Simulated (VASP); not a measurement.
# SnTe (Fm-3m) in VASP: a series of runs

Runs on SnTe. Level: LDA. Tasks: electric field gradients.

Everything below comes from runs of VASP 6.6.1. Logs are shortened: lines on timing, memory, paths and dates and some standing lists are left out, and cuts for length are marked.

## 1. The cell of the first run

The structure is cubic, space group Fm-3m (No. 225). Conventional cell: a = 6.206 Å, b = 6.206 Å, c = 6.206 Å, α = 90.00°, β = 90.00°, γ = 90.00°. Within 4.1 Å of Sn (site symmetry m-3m) lie 6 Te at 3.10 Å. Within 4.1 Å of Te (site symmetry m-3m) lie 6 Sn at 3.10 Å.

## 2. Electric field gradients, LDA (volume scaled by 0.95)

File INCAR:

```
PREC = Accurate
ENCUT = 520
EDIFF = 1E-8
ISMEAR = -1
SIGMA = 0.08
LREAL = F
LASPH = T
NELM = 60
ALGO = Normal
ISIF = 2
LWAVE = F
LCHARG = F
LEFG = T
NBANDS = 17
```

File KPOINTS:

```
Automatic mesh
0
Gamma
  11 11 11
```

File POSCAR:

```
SnTe
1.0
    0.0000000000      3.1029896626      3.1029896626
    3.1029896626      0.0000000000      3.1029896626
    3.1029896626      3.1029896626      0.0000000000
Sn Te
1 1
Direct
    0.0000000000      0.0000000000      0.0000000000
    0.5000000000      0.5000000000      0.5000000000
```

Potentials or basis: VASP PAW LDA potentials, release 64 (Sn_d, Te).

On the command line:

```sh
$ cat potpaw_LDA.64/Sn_d/POTCAR potpaw_LDA.64/Te/POTCAR > POTCAR
$ mpirun -np 1 vasp_std > vasp.out
```

OUTCAR:

```text
PREC = Accurate
   ENCUT = 520
   EDIFF = 1E-8
   ISMEAR = -1
   LREAL = F
   LASPH = T
   NELM = 60
   ISIF = 2

 ion  position               nearest neighbor table
   1  0.000  0.000  0.000-   2 3.10   2 3.10   2 3.10   2 3.10   2 3.10   2 3.10
   2  0.500  0.500  0.500-   1 3.10   1 3.10   1 3.10   1 3.10   1 3.10   1 3.10

  LATTYP: Found a face centered cubic cell.
 ALAT       =     6.2059793252

  Lattice vectors:

 A1 = (   0.0000000000,   3.1029896626,   3.1029896626)
 A2 = (   3.1029896626,   0.0000000000,   3.1029896626)
 A3 = (   3.1029896626,   3.1029896626,   0.0000000000)

Analysis of symmetry for initial positions (statically):
=====================================================================
 Subroutine PRICEL returns:
 Original cell was already a primitive cell.

 Routine SETGRP: Setting up the symmetry group for a
 face centered cubic supercell.

 Subroutine GETGRP returns: Found 48 space group operations
 (whereof 48 operations were pure point group operations)
 out of a pool of 48 trial point group operations.

The static configuration has the point symmetry O_h .

Analysis of symmetry for dynamics (positions and initial velocities):
=====================================================================
 Subroutine PRICEL returns:
 Original cell was already a primitive cell.

 Routine SETGRP: Setting up the symmetry group for a
 face centered cubic supercell.

 Subroutine GETGRP returns: Found 48 space group operations
 (whereof 48 operations were pure point group operations)
 out of a pool of 48 trial point group operations.

The dynamic configuration has the point symmetry O_h .

 Subroutine INISYM returns: Found 48 space group operations
 (whereof 48 operations are pure point group operations),
 and found     1 'primitive' translations

----------------------------------------------------------------------------------------

                                     Primitive cell

  volume of cell :      59.7546

  direct lattice vectors                    reciprocal lattice vectors
     0.000000000  3.102989663  3.102989663    -0.161134923  0.161134923  0.161134923
     3.102989663  0.000000000  3.102989663     0.161134923 -0.161134923  0.161134923
     3.102989663  3.102989663  0.000000000     0.161134923  0.161134923 -0.161134923

  length of vectors
     4.388290065  4.388290065  4.388290065     0.279093873  0.279093873  0.279093873

  position of ions in fractional coordinates (direct lattice)
     0.000000000  0.000000000  0.000000000
     0.500000000  0.500000000  0.500000000

  ion indices of the primitive-cell ions
   primitive index   ion index
                 1           1
                 2           2

----------------------------------------------------------------------------------------

 KPOINTS: Automatic mesh

Automatic generation of k-mesh.
 Grid dimensions read from file:
 generate k-points for:   11   11   11

 Generating k-lattice:

  Cartesian coordinates                     Fractional coordinates (reciprocal lattice)
    -0.014648629  0.014648629  0.014648629     0.090909091  0.000000000  0.000000000
     0.014648629 -0.014648629  0.014648629     0.000000000  0.090909091  0.000000000
     0.014648629  0.014648629 -0.014648629     0.000000000  0.000000000  0.090909091

  Length of vectors
     0.025372170  0.025372170  0.025372170

  Shift w.r.t. Gamma in fractional coordinates (k-lattice)
     0.000000000  0.000000000  0.000000000

 Subroutine IBZKPT returns following result:
 ===========================================

 Found     56 irreducible k-points:

 Following reciprocal coordinates:
            Coordinates               Weight
  0.000000  0.000000  0.000000      1.000000
  0.090909  0.000000  0.000000      8.000000
  0.181818  0.000000  0.000000      8.000000
  0.272727  0.000000  0.000000      8.000000
  0.363636  0.000000  0.000000      8.000000
  0.454545  0.000000  0.000000      8.000000
[... 16 lines left out ...]
 -0.272727  0.181818  0.000000     24.000000
 -0.181818  0.181818  0.000000     12.000000
 [... further k-points ...]
   k-points           NKPTS =     56   k-points in BZ     NKDIM =     56   number of bands    NBANDS=     17
   number of dos      NEDOS =    301   number of ions     NIONS =      2
   total plane-waves  NPLWV =  46656
   dimension x,y,z NGX =    36 NGY =   36 NGZ =   36
   dimension x,y,z NGXF=    72 NGYF=   72 NGZF=   72
   ions per type =               1   1
   NGX,Y,Z   is equivalent  to a cutoff of  13.64, 13.64, 13.64 a.u.
   NGXF,Y,Z  is equivalent  to a cutoff of  27.28, 27.28, 27.28 a.u.
 SYSTEM =  unknown system
   PREC   = accura    normal or accurate (medium, high low for compatibility)
   ISTART =      0    job   : 0-new  1-cont  2-samecut
   ICHARG =      2    charge: 1-file 2-atom 10-const
   ISPIN  =      1    spin polarized calculation?
   LNONCOLLINEAR =      F non collinear calculations
   LSORBIT =      F    spin-orbit coupling
   LASPH  =      T    aspherical Exc in radial PAW
   ENCUT  =  520.0 eV  38.22 Ry    6.18 a.u.   8.16  8.16  8.16*2*pi/ulx,y,z
   NELM   =     60;   NELMIN=  2; NELMDL= -5     # of ELM steps
   EDIFF  = 0.1E-07   stopping-criterion for ELM
   LREAL  =      F    real-space projection
   EDIFFG = 0.1E-06   stopping-criterion for IOM
   NSW    =      0    number of steps for IOM
   IBRION =     -1    ionic relax: 0-MD 1-quasi-New 2-CG
   NFREE  =      0    steps in history (QN), initial steepest desc. (CG)
   ISIF   =      2    stress and relaxation
   ISYM   =      2    0-nonsym 1-usesym 2-fastsym
   POTIM  = 0.5000    time-step for ionic-motion
   TEBEG  =    0.0;   TEEND  =   0.0 temperature during run
   PSTRESS=    0.0 pullay stress
   NELECT =      20.0000    total number of electrons
   NUPDOWN=      -1.0000    fix difference up-down
   EMIN   =  10.00;   EMAX   =-10.00  energy-range for DOS
   EFERMI =   0.00;   METHOD = LEGACY
   ISMEAR =    -1;   SIGMA  =   0.08  broadening in eV -4-tet -1-fermi 0-gaus
   EFERMI_NEDOS =   21; number of points for ismear=-14 and -15
   IALGO  =     38    algorithm
   IMIX   =      4    mixing-type and parameters
     AMIX     =   0.40;   BMIX     =  1.00
     AMIX_MAG =   1.60;   BMIX_MAG =  1.00
  volume/ion in A,a.u.               =      29.88       201.62
  Fermi-wavevector in a.u.,A,eV,Ry     =   1.136653  2.147962 17.578450  1.291980
  Thomas-Fermi vector in A             =   2.273358
   LORBIT       =      0    0 simple, 1 ext, 2 COOP (PROOUT), +10 PAW based schemes
   GGA     = CA    functional components
   LHFCALC =     F    Hartree Fock is set to
   AEXX    =    0.0000 exact exchange contribution
   IVDW    =     0    specifies the selected vdW correction
   LEPSILON=     F    determine dielectric tensor
   LRPA    =     F    only Hartree local field effects (RPA)
 non-spin polarized calculation
  energy-cutoff  :      520.00
  volume of cell :       59.75
 maximum number of plane-waves:      1639
 NGX is ok and might be reduce to    36
   NGX = 17   NGY = 17   NGZ = 17

 number of electron      19.9999998 magnetization

 Free energy of the ion-electron system (eV)
  ---------------------------------------------------
  ext. energy  EPLUGINS =         0.00000000
  ---------------------------------------------------
  free energy    TOTEN  =        -8.83085765 eV

  energy without entropy =       -8.82845254  energy(sigma->0) =       -8.82965509

 E-fermi :   7.3267     XC(G=0):  -9.9410

 val. band max:        7.1526900613   @ k =   0.4545   0.0000   0.0000
 cond. band min:       7.6028692255   @ k =  -0.3636   0.0909   0.0000
 fundamental gap:      0.4501791641
 Fermi energy:         7.3267127975

 k-point     1 :       0.0000    0.0000    0.0000
  band No.  band energies     occupation
      1     -14.4865      2.00000
      2     -14.4865      2.00000
      3     -14.4746      2.00000
      4     -14.4746      2.00000
      5     -14.4746      2.00000
      6      -5.8383      2.00000
[... 9 lines left out ...]
     16      12.0251      0.00000
     17      13.9703      0.00000

 k-point     2 :       0.0909    0.0000    0.0000
  band No.  band energies     occupation
      1     -14.4869      2.00000
      2     -14.4869      2.00000
      3     -14.4744      2.00000
      4     -14.4740      2.00000
      5     -14.4740      2.00000
      6      -5.7634      2.00000
[... 9 lines left out ...]
     16      12.2058      0.00000
     17      14.6301      0.00000
[... 421 lines left out ...]
 k-point    24 :      -0.1818    0.1818    0.0000
  band No.  band energies     occupation
      1     -14.4914      2.00000
      2     -14.4896      2.00000
      3     -14.4731      2.00000
      4     -14.4704      2.00000
      5     -14.4688      2.00000
      6      -5.0931      2.00000
[... 9 lines left out ...]
     16      15.2659      0.00000
     17      15.4380      0.00000

 [... further k-points ...]

------------------------ aborting loop because EDIFF is reached ----------------------------------------

  FORCE on cell =-STRESS in cart. coord.  units (eV):
  Direction    XX          YY          ZZ          XY          YZ          ZX
  --------------------------------------------------------------------------------------
  -------------------------------------------------------------------------------------
  Total        0.3015620      0.3015620      0.3015620      0.0000000      0.0000000      0.0000000
  in kB        8.0856726      8.0856726      8.0856726      0.0000000      0.0000000      0.0000000
  external PRESSURE =       8.0856726 kB  Pullay stress =       0.0000000 kB

 VOLUME and BASIS-vectors are now :
 -----------------------------------------------------------------------------
  energy-cutoff  :      520.00
  volume of cell :       59.75
      direct lattice vectors                 reciprocal lattice vectors
     0.000000000  3.102989663  3.102989663    -0.161134923  0.161134923  0.161134923
     3.102989663  0.000000000  3.102989663     0.161134923 -0.161134923  0.161134923
     3.102989663  3.102989663  0.000000000     0.161134923  0.161134923 -0.161134923

 POSITION                                       TOTAL-FORCE (eV/Angst)
 -----------------------------------------------------------------------------------
      0.00000      0.00000      0.00000         0.000000      0.000000      0.000000
      3.10299      3.10299      3.10299         0.000000      0.000000      0.000000
 -----------------------------------------------------------------------------------
    total drift:                               -0.000000      0.000000      0.000000

  FREE ENERGIE OF THE ION-ELECTRON SYSTEM (eV)
  ---------------------------------------------------
  free  energy   TOTEN  =        -8.8308576450 eV

  energy  without entropy=       -8.8284525370  energy(sigma->0) =       -8.82965509

 Electric field gradients (V/A^2)
---------------------------------------------------------------------
 ion       V_xx      V_yy      V_zz      V_xy      V_xz      V_yz
---------------------------------------------------------------------
   1       0.000    -0.000     0.000    -0.001    -0.001    -0.001
   2      -0.000    -0.000     0.000     0.000     0.000     0.000
---------------------------------------------------------------------

 Electric field gradients after diagonalization (V/A^2)
 (convention: |V_zz| > |V_xx| > |V_yy|)
----------------------------------------------------------------------
 ion       V_xx      V_yy      V_zz     asymmetry (V_yy - V_xx)/ V_zz
----------------------------------------------------------------------
   1       0.001     0.001    -0.002       0.000
   2      -0.000    -0.000     0.000       0.000
----------------------------------------------------------------------

           NMR quadrupolar parameters

 Cq : quadrupolar parameter    Cq=e*Q*V_zz/h
 eta: asymmetry parameters     (V_yy - V_xx)/ V_zz
 Q  : nuclear electric quadrupole moment in mb (millibarn)
----------------------------------------------------------------------
 ion       Cq(MHz)       eta       Q (mb)
----------------------------------------------------------------------
   1      -0.000       0.000       1.000
   2       0.000       0.000       1.000
----------------------------------------------------------------------
```

It took 67 s on 1 thread of Intel Xeon 6975P-C, shared host; peak memory 0.21 GiB.

What came out:

```
Free energy : -8.8309 eV
Pressure    : 0.8 GPa
```

Levels at points of the mesh, in eV from the Fermi level:
| k point | band 6 | band 7 | band 8 | band 9 | band 10 | band 11 | band 12 | band 13 | band 14 | band 15 |
| --- | --- | --- | --- | --- | --- | --- | --- | --- | --- | --- |
| (0.00, 0.00, 0.00) | -13.17 | -4.60 | -2.25 | -2.25 | -2.25 | 3.39 | 3.39 | 3.39 | 4.70 | 4.70 |

Caveat: this odd mesh misses L, where the gap lies, so gap, dielectric constants and Born charges aren't listed; without QUAD_EFG the Cq values of the log hold for a quadrupole moment of 1 mb, not for the nuclei; spin-orbit coupling is left out, which moves the levels of the heavy elements.

## 3. Electric field gradients, LDA (volume scaled by 0.95)

File INCAR:

```
SYSTEM = SnTe
  PREC = Accurate
  ENCUT = 520
  EDIFF = 1E-8
  ISMEAR = -1
  SIGMA = 0.08
  LREAL = .FALSE.
  LASPH = .TRUE.
  NELM = 80
  ALGO = Normal
  ISIF = 2
  LWAVE = .FALSE.
  LCHARG = .FALSE.
  GGA = CA
  LEFG = .TRUE.
  NBANDS = 17
```

File KPOINTS:

```
Automatic mesh
0
G
  11 11 11
  0 0 0
```

POSCAR is that of step 2.

Potentials or basis: VASP PAW LDA potentials, release 64 (Sn_d, Te).

On the command line:

```sh
$ cat potpaw_LDA.64/Sn_d/POTCAR potpaw_LDA.64/Te/POTCAR > POTCAR
$ mpirun -np 1 vasp_std > vasp.out
```

OUTCAR:

```text
SYSTEM = SnTe
   PREC = Accurate
   ENCUT = 520
   EDIFF = 1E-8
   ISMEAR = -1
   LREAL = .FALSE.
   LASPH = .TRUE.
   NELM = 80
   ISIF = 2
   GGA = CA

 ion  position               nearest neighbor table
   1  0.000  0.000  0.000-   2 3.10   2 3.10   2 3.10   2 3.10   2 3.10   2 3.10
   2  0.500  0.500  0.500-   1 3.10   1 3.10   1 3.10   1 3.10   1 3.10   1 3.10

  LATTYP: Found a face centered cubic cell.
 ALAT       =     6.2059793252

  Lattice vectors:

 A1 = (   0.0000000000,   3.1029896626,   3.1029896626)
 A2 = (   3.1029896626,   0.0000000000,   3.1029896626)
 A3 = (   3.1029896626,   3.1029896626,   0.0000000000)

Analysis of symmetry for initial positions (statically):
=====================================================================
 Subroutine PRICEL returns:
 Original cell was already a primitive cell.

 Routine SETGRP: Setting up the symmetry group for a
 face centered cubic supercell.

 Subroutine GETGRP returns: Found 48 space group operations
 (whereof 48 operations were pure point group operations)
 out of a pool of 48 trial point group operations.

The static configuration has the point symmetry O_h .

Analysis of symmetry for dynamics (positions and initial velocities):
=====================================================================
 Subroutine PRICEL returns:
 Original cell was already a primitive cell.

 Routine SETGRP: Setting up the symmetry group for a
 face centered cubic supercell.

 Subroutine GETGRP returns: Found 48 space group operations
 (whereof 48 operations were pure point group operations)
 out of a pool of 48 trial point group operations.

[... 159 lines left out ...]
      3     -14.4746      2.00000
      4     -14.4746      2.00000
      5     -14.4746      2.00000
      6      -5.8383      2.00000
[... 457 lines left out ...]
      4     -14.4704      2.00000
      5     -14.4688      2.00000
      6      -5.0931      2.00000
[... 9 lines left out ...]
     16      15.2659      0.00000
     17      15.4380      0.00000

 [... further k-points ...]

------------------------ aborting loop because EDIFF is reached ----------------------------------------

  FORCE on cell =-STRESS in cart. coord.  units (eV):
  Direction    XX          YY          ZZ          XY          YZ          ZX
  --------------------------------------------------------------------------------------
  -------------------------------------------------------------------------------------
  Total        0.3015620      0.3015620      0.3015620      0.0000000      0.0000000      0.0000000
  in kB        8.0856726      8.0856726      8.0856726      0.0000000      0.0000000      0.0000000
  external PRESSURE =       8.0856726 kB  Pullay stress =       0.0000000 kB

 VOLUME and BASIS-vectors are now :
 -----------------------------------------------------------------------------
  energy-cutoff  :      520.00
  volume of cell :       59.75
      direct lattice vectors                 reciprocal lattice vectors
     0.000000000  3.102989663  3.102989663    -0.161134923  0.161134923  0.161134923
     3.102989663  0.000000000  3.102989663     0.161134923 -0.161134923  0.161134923
     3.102989663  3.102989663  0.000000000     0.161134923  0.161134923 -0.161134923

 POSITION                                       TOTAL-FORCE (eV/Angst)
 -----------------------------------------------------------------------------------
      0.00000      0.00000      0.00000         0.000000      0.000000      0.000000
      3.10299      3.10299      3.10299         0.000000      0.000000      0.000000
 -----------------------------------------------------------------------------------
    total drift:                               -0.000000      0.000000      0.000000

  FREE ENERGIE OF THE ION-ELECTRON SYSTEM (eV)
  ---------------------------------------------------
  free  energy   TOTEN  =        -8.8308576450 eV

  energy  without entropy=       -8.8284525370  energy(sigma->0) =       -8.82965509

 Electric field gradients (V/A^2)
---------------------------------------------------------------------
 ion       V_xx      V_yy      V_zz      V_xy      V_xz      V_yz
---------------------------------------------------------------------
   1       0.000    -0.000     0.000    -0.001    -0.001    -0.001
   2      -0.000    -0.000     0.000     0.000     0.000     0.000
---------------------------------------------------------------------

 Electric field gradients after diagonalization (V/A^2)
 (convention: |V_zz| > |V_xx| > |V_yy|)
----------------------------------------------------------------------
 ion       V_xx      V_yy      V_zz     asymmetry (V_yy - V_xx)/ V_zz
----------------------------------------------------------------------
   1       0.001     0.001    -0.002       0.000
   2      -0.000    -0.000     0.000       0.000
----------------------------------------------------------------------

           NMR quadrupolar parameters

 Cq : quadrupolar parameter    Cq=e*Q*V_zz/h
 eta: asymmetry parameters     (V_yy - V_xx)/ V_zz
 Q  : nuclear electric quadrupole moment in mb (millibarn)
----------------------------------------------------------------------
 ion       Cq(MHz)       eta       Q (mb)
----------------------------------------------------------------------
   1      -0.000       0.000       1.000
   2       0.000       0.000       1.000
----------------------------------------------------------------------
```

Run time: 73 s. Hardware: 1 thread of Intel Xeon 6975P-C, shared host; peak memory 0.21 GiB.

Results:

```
Free energy : -8.8309 eV
Pressure    : 0.8 GPa
```

Caveat: this odd mesh misses L, where the gap lies, so gap, dielectric constants and Born charges aren't listed; without QUAD_EFG the Cq values of the log hold for a quadrupole moment of 1 mb, not for the nuclei; spin-orbit coupling is left out, which moves the levels of the heavy elements.

[end of part 1 of 2]
